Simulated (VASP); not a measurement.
Input of a VASP 6.6.1 run:

File INCAR:

```
PREC = Accurate ; ENCUT = 520
EDIFF = 1E-6 ; ISMEAR = 0
SIGMA = 0.1 ; LREAL = False
LASPH = True ; NELM = 60
ALGO = Normal ; ISIF = 2
LWAVE = False ; LCHARG = False
GGA = PS ; NBANDS = 50
```

KPOINTS

```
regular mesh
0
Gamma
  12 12 2
```

Contents of POSCAR:

```
GeSb4Te7
1.0
    4.3397333601      0.0000000000      0.0000000000
   -2.1698666800      3.7583193355      0.0000000000
    0.0000000000      0.0000000000     23.8349741588
Ge Sb Te
1 4 7
Direct
    0.0000000000      0.0000000000      0.5000000000
    0.6666666667      0.3333333333      0.9179331680
    0.3333333333      0.6666666667      0.3474205663
    0.3333333333      0.6666666667      0.0820668320
    0.6666666667      0.3333333333      0.6525794337
    0.3333333333      0.6666666667      0.8473394959
    0.6666666667      0.3333333333      0.1526605041
    0.0000000000      0.0000000000      0.7229497848
    0.6666666667      0.3333333333      0.4304838257
    0.3333333333      0.6666666667      0.5695161743
    0.0000000000      0.0000000000      0.0000000000
    0.0000000000      0.0000000000      0.2770502152
```

Potentials or basis: VASP PAW PBE potentials, release 64 (Ge_d, Sb, Te).

Launch:

```sh
$ cat potpaw_PBE.64/Ge_d/POTCAR potpaw_PBE.64/Sb/POTCAR potpaw_PBE.64/Te/POTCAR > POTCAR
$ mpirun -np 1 vasp_std > vasp.out
```

(1) What does it give for the pressure?

(2) Predict the band gap on the k mesh.

## Answers

(1) -1.8 GPa.

(2) 0.17 eV.

Caveat: the cell differs from its parent crystal (equal strain along all axes, cell held: +2.0 %, then relaxed in part); the PAW data sets were made with another functional, which shifts forces and pressure a little; spin-orbit coupling is left out, which moves the levels of the heavy elements; this functional lacks dispersion, which binds layers or chains, so the pressure and a relaxed spacing across them are unreliable.
